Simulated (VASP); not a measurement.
# BN (P-1) in VASP: a series of runs, part 2 of 3

VASP 6.6.1. The steps go on from the part before.

### 3 Single point, PBE+D3(BJ) (the part above a cut slid along it)

INCAR

```
SYSTEM = BN
PREC = Accurate
ENCUT = 520
EDIFF = 1E-6
ISMEAR = 0
SIGMA = 0.05
LREAL = .False.
LASPH = .True.
NELM = 100
ALGO = Normal
ISIF = 2
LWAVE = .False.
LCHARG = .True.
GGA = PE
IVDW = 12
LELF = .True.
LVHAR = .True.
NBANDS = 26
```

KPOINTS

```
Automatic mesh
0
Gamma
  10 10 2
  0 0 0
```

POSCAR

```
BN
1.0
   -2.5064381127      0.0000000000      0.0000000000
   -1.2532190563     -2.1706390786      0.0000000000
   -1.0025752451      0.0000000000     13.2336949040
B N
4 4
Direct
   -0.0166666667      0.3333333333      0.8750000000
    0.1833333333      0.3333333333      0.3750000000
    0.6166666667      0.6666666667      0.1250000000
    0.4166666667      0.6666666667      0.6250000000
    0.2833333333      0.3333333333      0.1250000000
    0.0833333333      0.3333333333      0.6250000000
    0.3166666667      0.6666666667      0.8750000000
    0.5166666667      0.6666666667      0.3750000000
```

Potentials or basis: VASP PAW PBE potentials, release 64 (B, N).

The run is started by

```
> cat potpaw_PBE.64/B/POTCAR potpaw_PBE.64/N/POTCAR > POTCAR
> mpirun -np 1 vasp_std > vasp.out
```

OUTCAR:

```text
SYSTEM = BN
   PREC = Accurate
   ENCUT = 520
   EDIFF = 1E-6
   ISMEAR = 0
   LREAL = .False.
   LASPH = .True.
   NELM = 100
   ISIF = 2
   GGA = PE
   IVDW = 12
 IVDW          = 12

 ion  position               nearest neighbor table
   1  0.983  0.333  0.875-   7 1.45   7 1.45   7 1.45
   2  0.183  0.333  0.375-   8 1.45   8 1.45   8 1.45
   3  0.617  0.667  0.125-   5 1.45   5 1.45   5 1.45
   4  0.417  0.667  0.625-   6 1.45   6 1.45   6 1.45
   5  0.283  0.333  0.125-   3 1.45   3 1.45   3 1.45
   6  0.083  0.333  0.625-   4 1.45   4 1.45   4 1.45
   7  0.317  0.667  0.875-   1 1.45   1 1.45   1 1.45
   8  0.517  0.667  0.375-   2 1.45   2 1.45   2 1.45

  LATTYP: Found a base centered monoclinic cell.
 ALAT       =     2.5064381127
 B/A-ratio  =     1.7320508076
 C/A-ratio  =     5.2950111521
 COS(beta)  =    -0.0755428060

  Lattice vectors:

 A1 = (   1.2532190564,  -2.1706390786,   0.0000000000)
 A2 = (   1.2532190563,   2.1706390786,   0.0000000000)
 A3 = (  -1.0025752451,   0.0000000000,  13.2336949040)

Analysis of symmetry for initial positions (statically):
[... 192 lines left out ...]
 Fermi energy:         2.6746784595

 k-point     1 :       0.0000    0.0000    0.0000
  band No.  band energies     occupation
      1     -15.4956      2.00000
      2     -15.3495      2.00000
      3     -15.3491      2.00000
      4     -15.1931      2.00000
      5      -3.9240      2.00000
      6      -2.9695      2.00000
[... 685 lines left out ...]
     25      14.2393      0.00000
     26      14.3276      0.00000

 [... further k-points ...]

------------------------ aborting loop because EDIFF is reached ----------------------------------------

 Edisp (eV)   -1.13197

 E8    (eV) :    -0.3317

  FORCE on cell =-STRESS in cart. coord.  units (eV):
  Direction    XX          YY          ZZ          XY          YZ          ZX
  --------------------------------------------------------------------------------------
  -------------------------------------------------------------------------------------
  Total       0.02287     0.02467     0.08146     0.02140     0.09077     0.03720
  in kB       0.50888     0.54900     1.81280     0.47628     2.01997     0.82781
  external pressure =        0.96 kB  Pullay stress =        0.00 kB

 VOLUME and BASIS-vectors are now :
 -----------------------------------------------------------------------------
  energy-cutoff  :      520.00
  volume of cell :       72.00
      direct lattice vectors                 reciprocal lattice vectors
    -2.506438113  0.000000000  0.000000000    -0.398972548  0.230346908 -0.030225874
    -1.253219056 -2.170639079  0.000000000     0.000000000 -0.460693816  0.000000000
    -1.002575245  0.000000000 13.233694904     0.000000000  0.000000000  0.075564686

 POSITION                                       TOTAL-FORCE (eV/Angst)
 -----------------------------------------------------------------------------------
     -3.75966     -0.72355     11.57948        -0.002398      0.015185     -0.029279
     -1.25322     -0.72355      4.96264         0.000039      0.000036      0.000507
     -2.50644     -1.44709      1.65421         0.002398     -0.015185      0.029279
     -2.50644     -1.44709      8.27106        -0.000039     -0.000036     -0.000507
     -1.25322     -0.72355      1.65421         0.008897      0.042158      0.011511
     -1.25322     -0.72355      8.27106         0.000065     -0.000207     -0.000266
     -2.50644     -1.44709     11.57948        -0.008897     -0.042158     -0.011511
     -2.50644     -1.44709      4.96264        -0.000065      0.000207      0.000266
 -----------------------------------------------------------------------------------
    total drift:                               -0.000000      0.000000      0.000000

  FREE ENERGIE OF THE ION-ELECTRON SYSTEM (eV)
  ---------------------------------------------------
  free  energy   TOTEN  =       -71.4215186481 eV

  energy  without entropy=      -71.4215186481  energy(sigma->0) =      -71.42151865
```

OSZICAR:

```text
N       E                     dE             d eps       ncg     rms          rms(c)
DAV:   1     0.131814160282E+03    0.13181E+03   -0.16198E+04  5408   0.114E+03
DAV:   2    -0.677447155675E+02   -0.19956E+03   -0.18616E+03  7340   0.271E+02
DAV:   3    -0.772601363955E+02   -0.95154E+01   -0.94563E+01  7206   0.588E+01
DAV:   4    -0.773626234404E+02   -0.10249E+00   -0.10241E+00  6858   0.678E+00
DAV:   5    -0.773641370419E+02   -0.15136E-02   -0.15132E-02  7020   0.804E-01    0.159E+01
DAV:   6    -0.710014235031E+02    0.63627E+01   -0.14479E+01  6160   0.215E+01    0.715E+00
DAV:   7    -0.704516049295E+02    0.54982E+00   -0.10162E+00  6890   0.594E+00    0.447E+00
DAV:   8    -0.702974632840E+02    0.15414E+00   -0.58363E-01  6854   0.399E+00    0.669E-01
DAV:   9    -0.702878257232E+02    0.96376E-02   -0.29264E-02  6830   0.104E+00    0.246E-01
DAV:  10    -0.702893350446E+02   -0.15093E-02   -0.34239E-03  6638   0.328E-01    0.552E-02
DAV:  11    -0.702895127082E+02   -0.17766E-03   -0.25655E-04  6774   0.100E-01    0.252E-02
DAV:  12    -0.702895438519E+02   -0.31144E-04   -0.71002E-05  6294   0.492E-02    0.525E-03
DAV:  13    -0.702895445053E+02   -0.65340E-06   -0.10919E-06  5450   0.709E-03
   1 F= -.71421519E+02 E0= -.71421519E+02  d E =-.128246E-16
```

stdout:

```text
POSCAR found type information on POSCAR B N
 POSCAR found :  2 types and       8 ions
 scaLAPACK will be used
 LDA part: xc-table for (Slater+PW92), standard interpolation
 POSCAR, INCAR and KPOINTS ok, starting setup
 FFT: planning ... GRIDC
 FFT: planning ... GRID_SOFT
 FFT: planning ... GRID
 WAVECAR not read
 entering main loop
```

Wall time 79 s (1 thread of Intel Xeon 6975P-C (Granite Rapids), shared host); peak memory 0.28 GiB.

What came out:

```yaml
Free_energy: -71.4215 eV
Pressure: 0.1 GPa
Largest_force: 0.045 eV/Å
Band_gap_on_the_k_mesh: 3.92 eV (least direct gap 4.27 eV)
Dispersion_energy_per_atom: -0.141 eV
```

Forces in eV/Å, atoms in the order of the input:
```
B   -0.002  0.015 -0.029
B    0.000  0.000  0.001
B    0.002 -0.015  0.029
B    0.000  0.000 -0.001
N    0.009  0.042  0.012
N    0.000  0.000  0.000
N   -0.009 -0.042 -0.012
N    0.000  0.000  0.000
```

Stress tensor (GPa, compression positive):
```
0.05 0.05 0.08
0.05 0.05 0.20
0.08 0.20 0.18
```

Levels at points of the mesh, in eV from the valence-band top:
| k point | band 12 | band 13 | band 14 | band 15 | band 16 | band 17 | band 18 | band 19 | band 20 | band 21 |
| --- | --- | --- | --- | --- | --- | --- | --- | --- | --- | --- |
| (0.00, 0.00, 0.00) | -1.43 | -1.42 | -1.41 | -1.41 | -1.40 | 5.17 | 7.53 | 7.56 | 10.21 | 11.42 |
| (0.50, 0.00, 0.00) | -4.18 | -1.54 | -1.04 | -1.03 | -0.50 | 3.92 | 4.58 | 4.78 | 5.65 | 9.47 |
| (0.50, 0.50, 0.00) | -4.18 | -1.44 | -1.25 | -0.79 | -0.65 | 4.15 | 4.31 | 5.22 | 5.28 | 9.47 |
| (0.00, 0.50, 0.00) | -4.19 | -1.56 | -1.02 | -1.02 | -0.52 | 4.17 | 4.59 | 4.65 | 5.50 | 9.29 |
| (0.00, 0.00, 0.50) | -1.43 | -1.42 | -1.41 | -1.41 | -1.40 | 5.86 | 5.88 | 9.31 | 9.35 | 11.42 |
| (0.50, 0.00, 0.50) | -4.19 | -1.41 | -1.38 | -0.67 | -0.64 | 3.97 | 4.31 | 5.23 | 5.42 | 9.51 |
| (0.50, 0.50, 0.50) | -4.19 | -1.47 | -1.14 | -0.95 | -0.57 | 4.04 | 4.70 | 4.73 | 5.49 | 9.54 |
| (0.00, 0.50, 0.50) | -4.18 | -1.40 | -1.40 | -0.66 | -0.65 | 4.24 | 4.27 | 5.16 | 5.23 | 9.40 |

Caveat: the cell differs from its parent crystal (the part above a cut slid along it). A k mesh can miss the band edges.

### 4 Single point, PBE+D3(BJ) (the part above a cut slid along it)

INCAR

```
SYSTEM = BN
ALGO     = Normal         ! electronic algorithm
EDIFF    = 1E-6           ! SCF threshold, eV
ENCUT    = 520            ! plane-wave cutoff, eV
GGA      = PE             ! functional
ISIF     = 2              ! what is computed and relaxed
ISMEAR   = 0              ! smearing method
IVDW     = 12             ! dispersion correction
LASPH    = .True.         ! aspherical terms in the spheres
LCHARG   = .False.        ! write CHGCAR
LREAL    = .False.        ! projectors in reciprocal space
LWAVE    = .False.        ! write WAVECAR
NBANDS   = 26             ! bands
NELM     = 100            ! most SCF steps
PREC     = Accurate       ! precision mode
SIGMA    = 0.05           ! smearing width, eV
```

KPOINTS

```
k-points
0
Gamma
  10 10 2
  0 0 0
```

POSCAR

```
BN
1.0
   -2.5064381127      0.0000000000      0.0000000000
   -1.2532190563     -2.1706390786      0.0000000000
   -0.2506438113      0.0000000000     13.2336949040
B N
4 4
Direct
    0.2458333333      0.3333333333      0.8750000000
    0.2958333333      0.3333333333      0.3750000000
    0.6541666667      0.6666666667      0.1250000000
    0.6041666667      0.6666666667      0.6250000000
    0.3208333333      0.3333333333      0.1250000000
    0.2708333333      0.3333333333      0.6250000000
    0.5791666667      0.6666666667      0.8750000000
    0.6291666667      0.6666666667      0.3750000000
```

The run is started by

```
> cat potpaw_PBE.64/B/POTCAR potpaw_PBE.64/N/POTCAR > POTCAR
> mpirun -np 1 vasp_std > vasp.out
```

Run time: 95 s. Hardware: 1 thread of Intel Xeon 6975P-C (Granite Rapids), shared host; peak memory 0.27 GiB.

Results (log left out):

* Free energy: -71.4340 eV
* Pressure: 0.1 GPa
* Largest force: 0.010 eV/Å
* Band gap on the k mesh: 4.10 eV
* Dispersion energy per atom: -0.141 eV

Forces on the atoms (eV/Å):
```
B   -0.002  0.002 -0.003
B    0.000  0.000  0.000
B    0.002 -0.002  0.003
B    0.000  0.000  0.000
N    0.009  0.005  0.001
N    0.000  0.000  0.000
N   -0.009 -0.005 -0.001
N    0.000  0.000  0.000
```

Stress tensor (GPa, compression positive):
```
 0.16  0.05  0.08
 0.05  0.17  0.02
 0.08  0.02 -0.10
```

Levels at points of the mesh, in eV from the valence-band top:
| k point | band 14 | band 15 | band 16 | band 17 | band 18 | band 19 |
| --- | --- | --- | --- | --- | --- | --- |
| (0.00, 0.00, 0.00) | -1.38 | -1.36 | -1.36 | 5.22 | 7.60 | 7.60 |
| (0.50, 0.00, 0.00) | -1.00 | -0.96 | -0.45 | 4.10 | 4.61 | 4.74 |
| (0.50, 0.50, 0.00) | -1.02 | -0.94 | -0.52 | 4.28 | 4.57 | 4.77 |
| (0.00, 0.50, 0.00) | -0.98 | -0.98 | -0.48 | 4.20 | 4.66 | 4.67 |
| (0.00, 0.00, 0.50) | -1.37 | -1.37 | -1.37 | 5.92 | 5.92 | 9.39 |
| (0.50, 0.00, 0.50) | -1.35 | -0.63 | -0.57 | 4.15 | 4.31 | 5.25 |
| (0.50, 0.50, 0.50) | -1.31 | -0.69 | -0.61 | 4.25 | 4.44 | 5.12 |
| (0.00, 0.50, 0.50) | -1.36 | -0.62 | -0.62 | 4.29 | 4.29 | 5.26 |

Caveat: the cell differs from its parent crystal (the part above a cut slid along it). A k mesh can miss the band edges.

(Part 2 of 3 ends here.)
